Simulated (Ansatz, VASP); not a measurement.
**One calculation of Na2S, two programs**

File INCAR:

```
SYSTEM = Na2S
PREC = Accurate ; ENCUT = 450
EDIFF = 1E-7 ; ISMEAR = 0
SIGMA = 0.01 ; LREAL = .False.
LASPH = .True. ; NELM = 120
ALGO = Normal ; ISIF = 2
LWAVE = .False. ; LCHARG = .False.
GGA = PS ; IBRION = 2
NSW = 50 ; EDIFFG = -0.002
GGA_COMPAT = .False. ; NELMIN = 4
```

File KPOINTS:

```
regular mesh
0
Gamma
  6 6 6
  0 0 0
```

Contents of POSCAR:

```
Na2S
1.0
    0.0162531116      3.2587488685      3.2587488685
    3.2587488685      0.0162531116      3.2587488685
    3.2587488685      3.2587488685      0.0162531116
Na S
2 1
Direct
    0.2500000000      0.2500000000      0.2500000000
    0.7500000000      0.7500000000      0.7500000000
    0.0000000000      0.0000000000      0.0000000000
```

Input for Ansatz:

```yaml
crystal:
  lattice:
    - [0.01625311156, 3.25874886853, 3.25874886853]
    - [3.25874886853, 0.01625311156, 3.25874886853]
    - [3.25874886853, 3.25874886853, 0.01625311156]
  atoms:
    - { symbol: Na, position: [0.25, 0.25, 0.25] }
    - { symbol: Na, position: [0.75, 0.75, 0.75] }
    - { symbol: S, position: [0.0, 0.0, 0.0] }
kpoints:
  mp_grid: { grid: [6, 6, 6] }
scf:
  occupations: { method: fixed }
  convergence: { dr2_threshold: 1.0e-10 }
hamiltonian:
  xc: pbesol
  pseudopotentials: { kind: all_electron, lapw: { basis_error: 0.0005 } }
output:
  forces: true
  stress: true
  eigenstates:
    kpoints:
      - [0.0, 0.0, 0.0]
      - [-0.5, 0.0, -0.5]
      - [0.0, -0.5, -0.5]
      - [-0.5, -0.5, 0.0]
      - [-0.5, 0.0, 0.0]
      - [0.0, -0.5, 0.0]
      - [0.0, 0.0, -0.5]
      - [-0.5, -0.5, -0.5]
relax:
  f_tol: 0.002
  max_steps: 30
```

Change from the starting cell: equal xy, yz and zx engineering shears of +0.5 %.

Alike in both runs: task relaxation of the atoms; functional PBEsol; k mesh 6 × 6 × 6; no spin polarisation.

|  | VASP | Ansatz |
| --- | --- | --- |
| version | VASP 6.6.1 | Ansatz 0.2.0 |
| potentials or method | VASP PAW PBE potentials, release 64 (Na_pv, S), cutoff 450 eV | all-electron LAPW, scalar-relativistic |
| occupations | gaussian, width 0.01 eV | fixed |

```tsv
	VASP	Ansatz	Ansatz less VASP
gap on the k mesh at the Fermi level, each at its own relaxed structure (eV)	2.42	2.42	+0.006
```

VASP's potentials were made for PBE, not for PBEsol. Ansatz ran all-electron here, and VASP with PAW potentials.
